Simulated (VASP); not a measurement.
Here is a VASP 6.6.1 calculation.

File INCAR:

```
PREC     = Accurate       # precision mode
ENCUT    = 520            # plane-wave cutoff, eV
EDIFF    = 1E-7           # SCF threshold, eV
ISMEAR   = 0              # smearing method
SIGMA    = 0.02           # smearing width, eV
LREAL    = F              # projectors in reciprocal space
LASPH    = T              # aspherical terms in the spheres
NELM     = 100            # most SCF steps
ALGO     = Normal         # electronic algorithm
ISIF     = 2              # what is computed and relaxed
LWAVE    = F              # write WAVECAR
LCHARG   = F              # write CHGCAR
GGA      = PE             # functional
NBANDS   = 28             # bands
```

The input KPOINTS:

```
regular mesh
0
Gamma
  8 8 8
```

File POSCAR:

```
SrTiO3
1.0
    3.9364041180      0.0000000000      0.0000000000
    0.0000000000      3.9364041180      0.0000000000
    0.0000000000      0.0000000000      3.9364041180
Sr Ti O
1 1 3
Direct
    0.5000000000      0.5000000000      0.5000000000
    0.0000000000      0.0000000000      0.0000000000
    0.5000000000      0.0000000000      0.0000000000
    0.0000000000      0.5000000000      0.0000000000
    0.0000000000      0.0000000000      0.5000000000
```

Potentials or basis: VASP PAW PBE potentials, release 64 (Sr_sv, Ti_sv, O).

Run with:

```bash
$ cat potpaw_PBE.64/Sr_sv/POTCAR potpaw_PBE.64/Ti_sv/POTCAR potpaw_PBE.64/O/POTCAR > POTCAR
$ mpirun -np 1 vasp_std > vasp.out
```

Problem. What does it give for the pressure?

Solution. 0.6 GPa.

Problem. Estimate the band gap on the k mesh.

Solution. 1.81 eV, indirect (least direct gap 2.18 eV).

A k mesh can miss the band edges. As with any semilocal functional, this PBE gap is likely too small.
